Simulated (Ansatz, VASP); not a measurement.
## PbS: VASP beside Ansatz

Contents of INCAR:

```
  ALGO = Normal
  EDIFF = 1E-6
  EDIFFG = -0.005
  ENCUT = 600
  GGA = PE
  IBRION = 2
  ISIF = 3
  ISMEAR = -1
  LASPH = True
  LCHARG = False
  LREAL = False
  LWAVE = False
  NELM = 80
  NSW = 100
  PREC = Accurate
  SIGMA = 0.03
```

KPOINTS

```
k-points
0
Gamma
  11 11 11
```

Contents of POSCAR:

```
PbS
1.0
    0.0000000000      3.1101171986      3.1101171986
    3.1101171986      0.0000000000      3.1101171986
    3.1101171986      3.1101171986      0.0000000000
Pb S
1 1
Direct
    0.0000000000      0.0000000000      0.0000000000
    0.2500000000      0.2500000000      0.2500000000
```

Input for Ansatz:

```yaml
crystal:
  lattice:
    - [0.0, 3.1101171986, 3.1101171986]
    - [3.1101171986, 0.0, 3.1101171986]
    - [3.1101171986, 3.1101171986, 0.0]
  atoms:
    - { symbol: Pb, position: [0.0, 0.0, 0.0] }
    - { symbol: S, position: [0.25, 0.25, 0.25] }
kpoints:
  mp_grid: { grid: [11, 11, 11] }
scf:
  occupations: { method: fermi_dirac, width: 0.03 }
hamiltonian:
  xc: pbe
  pseudopotentials: { kind: paw }
output:
  forces: true
  stress: true
relax:
  f_tol: 0.005
  max_steps: 80
  cell: {}
```

Alike in both runs: task relaxation of cell and atoms; functional PBE; k mesh 11 × 11 × 11; occupations fermi-dirac, width 0.03 eV; no spin polarisation.

```csv
,VASP,Ansatz
version,VASP 6.6.1,Ansatz 0.2.0
potentials or method,"VASP PAW PBE potentials, release 64 (Pb_d, S)","PAW with Ansatz's default frozen-core files, scalar-relativistic"
plane-wave cutoff (eV),600,420
valence electrons in the cell,20,20
```

VASP gave:

| Quantity | Value |
| --- | --- |
| relaxed volume (Å³/atom) | 36.66 |
| relaxed cell length with the largest relative difference (Å) | 4.698 |

Estimate Ansatz's values.

relaxed volume (Å³/atom): 36.67; relaxed cell length with the largest relative difference (Å): 4.698.

Spin-orbit coupling is off throughout. Noted on VASP's run: the volume moved by over 15 % at a fixed basis, so the end points are rough.
